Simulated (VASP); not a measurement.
# Zr2N (P4_2/mnm) in VASP: notebook, part 3 of 3

VASP 6.6.1.

## 4. Single point, PBEsol (biaxial strain in the a-b plane: +6.0 %, then relaxed in part)

Input file INCAR:

```
SYSTEM = Zr2N
ALGO     = Normal         ! electronic algorithm
EDIFF    = 1E-6           ! SCF threshold, eV
ENCUT    = 520            ! plane-wave cutoff, eV
GGA      = PS             ! functional
ISIF     = 2              ! what is computed and relaxed
ISMEAR   = 0              ! smearing method
LASPH    = .TRUE.         ! aspherical terms in the spheres
LCHARG   = .FALSE.        ! write CHGCAR
LREAL    = .FALSE.        ! projectors in reciprocal space
LWAVE    = .FALSE.        ! write WAVECAR
NBANDS   = 38             ! bands
NELM     = 100            ! most SCF steps
PREC     = Accurate       ! precision mode
SIGMA    = 0.1            ! smearing width, eV
```

Input file KPOINTS:

```
k-points
0
G
  8 8 12
  0 0 0
```

Input file POSCAR:

```
Zr2N
1.0
    5.6922517767      0.0000000000      0.0000000000
    0.0000000000      5.6922517767      0.0000000000
    0.0000000000      0.0000000000      3.1870938844
Zr N
4 2
Direct
    0.3029886610      0.3029886610      0.0000000000
    0.6970113390      0.6970113390      0.0000000000
    0.8029886610      0.1970113390      0.5000000000
    0.1970113390      0.8029886610      0.5000000000
    0.0000000000      0.0000000000      0.0000000000
    0.5000000000      0.5000000000      0.5000000000
```

Potentials or basis: VASP PAW PBE potentials, release 64 (Zr_sv, N).

The run is started by

```console
> cat potpaw_PBE.64/Zr_sv/POTCAR potpaw_PBE.64/N/POTCAR > POTCAR
> mpirun -np 1 vasp_std > vasp.out
```

OUTCAR:

```text
SYSTEM = Zr2N
   EDIFF = 1E-6
   ENCUT = 520
   GGA = PS
   ISIF = 2
   ISMEAR = 0
   LASPH = .TRUE.
   LREAL = .FALSE.
   NELM = 100
   PREC = Accurate

 ion  position               nearest neighbor table
   1  0.303  0.303  0.000-   6 2.25   6 2.25   5 2.44   2 3.17   4 3.32   3 3.32   4 3.32   3 3.32
                             4 3.32   4 3.32   3 3.32   3 3.32
   2  0.697  0.697  0.000-   6 2.25   6 2.25   5 2.44   1 3.17   4 3.32   3 3.32   4 3.32   3 3.32
                             3 3.32   3 3.32   4 3.32   4 3.32
   3  0.803  0.197  0.500-   5 2.25   5 2.25   6 2.44   4 3.17   1 3.32   1 3.32   2 3.32   2 3.32
                             2 3.32   2 3.32   1 3.32   1 3.32
   4  0.197  0.803  0.500-   5 2.25   5 2.25   6 2.44   3 3.17   1 3.32   1 3.32   2 3.32   2 3.32
                             1 3.32   1 3.32   2 3.32   2 3.32
   5  0.000  0.000  0.000-   3 2.25   4 2.25   3 2.25   4 2.25   1 2.44   2 2.44
   6  0.500  0.500  0.500-   1 2.25   2 2.25   1 2.25   2 2.25   3 2.44   4 2.44

  LATTYP: Found a simple tetragonal cell.
 ALAT       =     5.6922517767
 C/A-ratio  =     0.5599003715

  Lattice vectors:

 A1 = (   5.6922517767,   0.0000000000,   0.0000000000)
 A2 = (   0.0000000000,   5.6922517767,   0.0000000000)
 A3 = (   0.0000000000,   0.0000000000,   3.1870938844)

Analysis of symmetry for initial positions (statically):
=====================================================================
 Subroutine PRICEL returns:
 Original cell was already a primitive cell.

 Routine SETGRP: Setting up the symmetry group for a
 simple tetragonal supercell.

 Subroutine GETGRP returns: Found 16 space group operations
 (whereof  8 operations were pure point group operations)
 out of a pool of 16 trial point group operations.

The static configuration has the point symmetry D_2h.
 The point group associated with its full space group is D_4h.

Analysis of symmetry for dynamics (positions and initial velocities):
=====================================================================
 Subroutine PRICEL returns:
 Original cell was already a primitive cell.

 Routine SETGRP: Setting up the symmetry group for a
 simple tetragonal supercell.

 Subroutine GETGRP returns: Found 16 space group operations
 (whereof  8 operations were pure point group operations)
 out of a pool of 16 trial point group operations.

The dynamic configuration has the point symmetry D_2h.
 The point group associated with its full space group is D_4h.

 Subroutine INISYM returns: Found 16 space group operations
 (whereof  8 operations are pure point group operations),
 and found     1 'primitive' translations

----------------------------------------------------------------------------------------

                                     Primitive cell

  volume of cell :     103.2674

  direct lattice vectors                    reciprocal lattice vectors
     5.692251777  0.000000000  0.000000000     0.175677401  0.000000000  0.000000000
     0.000000000  5.692251777  0.000000000     0.000000000  0.175677401  0.000000000
     0.000000000  0.000000000  3.187093884     0.000000000  0.000000000  0.313765467

  length of vectors
     5.692251777  5.692251777  3.187093884     0.175677401  0.175677401  0.313765467

  position of ions in fractional coordinates (direct lattice)
     0.302988661  0.302988661  0.000000000
     0.697011339  0.697011339  0.000000000
     0.802988661  0.197011339  0.500000000
     0.197011339  0.802988661  0.500000000
[... 45 lines left out ...]
  0.125000  0.125000  0.000000      4.000000
[... 16 lines left out ...]
  0.375000  0.125000  0.083333     16.000000
  0.500000  0.125000  0.083333      8.000000
 [... further k-points ...]
   k-points           NKPTS =    105   k-points in BZ     NKDIM =    105   number of bands    NBANDS=     38
   number of dos      NEDOS =    301   number of ions     NIONS =      6
   total plane-waves  NPLWV =  42336
   dimension x,y,z NGX =    42 NGY =   42 NGZ =   24
   dimension x,y,z NGXF=    84 NGYF=   84 NGZF=   48
   ions per type =               4   2
   NGX,Y,Z   is equivalent  to a cutoff of  12.27, 12.27, 12.52 a.u.
   NGXF,Y,Z  is equivalent  to a cutoff of  24.53, 24.53, 25.04 a.u.
 SYSTEM =  Zr2N
   PREC   = accura    normal or accurate (medium, high low for compatibility)
   ISTART =      0    job   : 0-new  1-cont  2-samecut
   ICHARG =      2    charge: 1-file 2-atom 10-const
   ISPIN  =      1    spin polarized calculation?
   LNONCOLLINEAR =      F non collinear calculations
   LSORBIT =      F    spin-orbit coupling
   LASPH  =      T    aspherical Exc in radial PAW
   ENCUT  =  520.0 eV  38.22 Ry    6.18 a.u.  10.58 10.58  5.93*2*pi/ulx,y,z
   NELM   =    100;   NELMIN=  2; NELMDL= -5     # of ELM steps
   EDIFF  = 0.1E-05   stopping-criterion for ELM
   LREAL  =      F    real-space projection
   EDIFFG = 0.1E-04   stopping-criterion for IOM
   NSW    =      0    number of steps for IOM
   IBRION =     -1    ionic relax: 0-MD 1-quasi-New 2-CG
   NFREE  =      0    steps in history (QN), initial steepest desc. (CG)
   ISIF   =      2    stress and relaxation
   ISYM   =      2    0-nonsym 1-usesym 2-fastsym
   POTIM  = 0.5000    time-step for ionic-motion
   TEBEG  =    0.0;   TEEND  =   0.0 temperature during run
   PSTRESS=    0.0 pullay stress
   NELECT =      58.0000    total number of electrons
   NUPDOWN=      -1.0000    fix difference up-down
   EMIN   =  10.00;   EMAX   =-10.00  energy-range for DOS
   EFERMI =   0.00;   METHOD = LEGACY
   ISMEAR =     0;   SIGMA  =   0.10  broadening in eV -4-tet -1-fermi 0-gaus
   EFERMI_NEDOS =   21; number of points for ismear=-14 and -15
   IALGO  =     38    algorithm
   IMIX   =      4    mixing-type and parameters
     AMIX     =   0.40;   BMIX     =  1.00
     AMIX_MAG =   1.60;   BMIX_MAG =  1.00
  volume/ion in A,a.u.               =      17.21       116.15
  Fermi-wavevector in a.u.,A,eV,Ry     =   1.350713  2.552478 24.822825  1.824426
  Thomas-Fermi vector in A             =   2.478195
   LORBIT       =      0    0 simple, 1 ext, 2 COOP (PROOUT), +10 PAW based schemes
   GGA     = PS    functional components
   LHFCALC =     F    Hartree Fock is set to
   AEXX    =    0.0000 exact exchange contribution
   IVDW    =     0    specifies the selected vdW correction
   LEPSILON=     F    determine dielectric tensor
   LRPA    =     F    only Hartree local field effects (RPA)
 non-spin polarized calculation
 Gauss-broadening in eV      SIGMA  =   0.10
  energy-cutoff  :      520.00
  volume of cell :      103.27
 maximum number of plane-waves:      2808
   NGX = 21   NGY = 21   NGZ = 11

 number of electron      58.0000000 magnetization

 Free energy of the ion-electron system (eV)
  ---------------------------------------------------
  ext. energy  EPLUGINS =         0.00000000
  ---------------------------------------------------
  free energy    TOTEN  =       -61.12639833 eV

  energy without entropy =      -61.10973639  energy(sigma->0) =      -61.11806736

 E-fermi :   8.8325     XC(G=0): -11.5085

 val. band max:        8.8238639283   @ k =   0.2500   0.1250   0.1667
 cond. band min:       8.8382091582   @ k =   0.5000   0.5000   0.1667
 fundamental gap:      0.0143452300
 Fermi energy:         8.8324667770

 k-point     1 :       0.0000    0.0000    0.0000
  band No.  band energies     occupation
      1     -39.9124      2.00000
      2     -39.8141      2.00000
      3     -39.8141      2.00000
      4     -39.7816      2.00000
      5     -18.6497      2.00000
      6     -18.1889      2.00000
[... 973 lines left out ...]
     37      12.2336      0.00000
     38      12.2337      0.00000

 [... further k-points ...]

------------------------ aborting loop because EDIFF is reached ----------------------------------------

  FORCE on cell =-STRESS in cart. coord.  units (eV):
  Direction    XX          YY          ZZ          XY          YZ          ZX
  --------------------------------------------------------------------------------------
  -------------------------------------------------------------------------------------
  Total      -11.0649119    -11.0649119      0.1471265     -0.0000000      0.0000000      0.0000000
  in kB     -171.6704260   -171.6704260      2.2826455     -0.0000000      0.0000000      0.0000000
  external PRESSURE =    -113.6860688 kB  Pullay stress =       0.0000000 kB

 VOLUME and BASIS-vectors are now :
 -----------------------------------------------------------------------------
  energy-cutoff  :      520.00
  volume of cell :      103.27
      direct lattice vectors                 reciprocal lattice vectors
     5.692251777  0.000000000  0.000000000     0.175677401  0.000000000  0.000000000
     0.000000000  5.692251777  0.000000000     0.000000000  0.175677401  0.000000000
     0.000000000  0.000000000  3.187093884     0.000000000  0.000000000  0.313765467

 POSITION                                       TOTAL-FORCE (eV/Angst)
 -----------------------------------------------------------------------------------
      1.72469      1.72469      0.00000        -0.010761     -0.010761      0.000000
      3.96756      3.96756      0.00000         0.010761      0.010761     -0.000000
      4.57081      1.12144      1.59355        -0.010761      0.010761     -0.000000
      1.12144      4.57081      1.59355         0.010761     -0.010761      0.000000
      0.00000      0.00000      0.00000         0.000000      0.000000     -0.000000
      2.84613      2.84613      1.59355         0.000000      0.000000     -0.000000
 -----------------------------------------------------------------------------------
    total drift:                                0.000000     -0.000000     -0.000000

  FREE ENERGIE OF THE ION-ELECTRON SYSTEM (eV)
  ---------------------------------------------------
  free  energy   TOTEN  =       -61.1263983337 eV

  energy  without entropy=      -61.1097363870  energy(sigma->0) =      -61.11806736
```

It took 4.3 min on 1 thread of Intel Xeon Platinum 8488C (Sapphire Rapids), shared host; peak memory 0.41 GiB.

Results:

```yaml
Free_energy: -61.1264 eV
Pressure: -11.4 GPa
Largest_force: 0.015 eV/Å
Band_gap_on_the_k_mesh: zero (bands 29 and 30 overlap by 2.13 eV)
```

Forces in eV/Å, atoms in the order of the input:
```
Zr  -0.011 -0.011  0.000
Zr   0.011  0.011  0.000
Zr  -0.011  0.011  0.000
Zr   0.011 -0.011  0.000
N    0.000  0.000  0.000
N    0.000  0.000  0.000
```

Levels at points of the mesh, in eV from the Fermi level:
| k point | band 27 | band 28 | band 29 | band 30 | band 31 | band 32 |
| --- | --- | --- | --- | --- | --- | --- |
| (0.00, 0.00, 0.00) | -0.09 | 0.42 | 0.54 | 0.83 | 0.83 | 1.54 |
| (0.50, 0.00, 0.00) | -0.97 | -0.97 | 1.16 | 1.16 | 1.34 | 1.34 |
| (0.50, 0.50, 0.00) | -1.13 | -1.13 | 1.10 | 1.10 | 1.19 | 1.19 |
| (0.00, 0.00, 0.50) | -0.98 | -0.98 | -0.96 | -0.96 | 1.74 | 1.74 |
| (0.50, 0.00, 0.50) | -0.78 | -0.78 | -0.59 | -0.59 | 1.41 | 1.41 |
| (0.50, 0.50, 0.50) | -0.85 | -0.85 | -0.18 | -0.18 | 0.74 | 0.74 |

Caveat: the cell differs from its parent crystal (biaxial strain in the a-b plane: +6.0 %, then relaxed in part); the stress differs along the axes, from -17 to 0 GPa; the PAW data sets were made with another functional, which shifts forces and pressure a little.

## 5. Overview

| cell | k mesh | gap on the mesh (eV) | pressure (GPa) | largest force (eV/Å) |
| --- | --- | --- | --- | --- |
| a = 5.370, b = 5.370, c = 3.273 Å, 6 atoms, atomic positions A | 8 × 8 × 10 | none | 0.2 | 0.01 |
| a = 5.692, b = 5.692, c = 3.155 Å, 6 atoms, atomic positions B | 8 × 8 × 12 | none | -10.5 | 0.21 |
| a = 5.692, b = 5.692, c = 3.187 Å, 6 atoms, atomic positions C | 8 × 8 × 12 | none | -11.4 | 0.02 |

Alike in all rows: task single point; level PBEsol; potentials or basis VASP PAW PBE potentials, release 64 (Zr_sv, N); no spin polarisation; cutoff (eV) 520; smearing gaussian 0.1 eV.

Caveats: the PAW data sets were made with another functional, which shifts forces and pressure a little; the stress differs along the axes, from -18 to 4 GPa (at least some runs); the stress differs along the axes, from -17 to 0 GPa (at least some runs).

Total energies depend on the potentials used, so only differences within one code and one set of settings carry meaning.
